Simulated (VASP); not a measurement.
Write the native input for VASP 6.6.1 that does the following.

- Task: single point
- Functional: LDA
- Potentials or basis: VASP PAW LDA potentials, release 64 (Ba_sv, Ti_sv, O)
- Cutoff: 600 eV
- k mesh: 7 × 5 × 5
- Occupations: fermi-dirac, width 0.05 eV
- Spin: no spin polarisation
- Dipole correction: no
- Further INCAR settings: ALGO = Normal; EDIFF = 1e-06; NBANDS = 51

The structure of BaTiO3 lies in POSCAR:

```
BaTiO3
1.0
    0.0023529935     -2.7909426436     -2.7875222303
   -3.9469957158      2.7951338394     -2.7884063651
    3.9421728376      2.7884430951     -2.7883245416
Ba Ti O
2 2 6
Direct
    0.0054475862      0.4956127310      0.5003104287
    1.0054484480      0.9956008680      0.0003145068
    0.5141401414     -0.0131740883      0.5002194605
    0.5140837418      0.4868190306      1.0002174493
    0.4961162193      0.2571729800      0.2483346089
    0.4961165386      0.7571657596      0.7483309110
    0.4961590630      0.7572186009      0.2526029925
    0.4961614316      0.2572085954      0.7526033856
   -0.0080745109      0.0050793218      0.5004240327
    0.9919613408      0.5050762011      1.0004222239
```

One way to write it, as run:

INCAR

```
SYSTEM = BaTiO3
ALGO     = Normal         ! electronic algorithm
EDIFF    = 1E-6           ! SCF threshold, eV
ENCUT    = 600            ! plane-wave cutoff, eV
GGA_COMPAT= .FALSE.      
ISIF     = 2              ! what is computed and relaxed
ISMEAR   = -1             ! smearing method
LASPH    = .TRUE.         ! aspherical terms in the spheres
LCHARG   = .FALSE.        ! write CHGCAR
LREAL    = .FALSE.        ! projectors in reciprocal space
LWAVE    = .FALSE.        ! write WAVECAR
NBANDS   = 51             ! bands
NELM     = 120            ! most SCF steps
PREC     = Accurate       ! precision mode
SIGMA    = 0.05           ! smearing width, eV
```

KPOINTS

```
k-points
0
G
  7 5 5
  0 0 0
```

Potentials or basis: VASP PAW LDA potentials, release 64 (Ba_sv, Ti_sv, O).

Run with:

```bash
$ cat potpaw_LDA.64/Ba_sv/POTCAR potpaw_LDA.64/Ti_sv/POTCAR potpaw_LDA.64/O/POTCAR > POTCAR
$ mpirun -np 1 vasp_std > vasp.out
```

Results of the run:

```json
{
  "Pressure": "2.3 GPa",
  "Largest force": "0.087 eV/Å",
  "Band gap on the k mesh": "2.10 eV"
}
```

Caveat: spin-orbit coupling is left out, which moves the levels of the heavy elements; an odd mesh through Γ misses points on the zone boundary, where band edges can lie.

Run time: 9.1 min on 1 thread of Intel(R) Xeon(R) Platinum 8559C (Emerald Rapids) (shared host), peak memory 0.6 GiB.
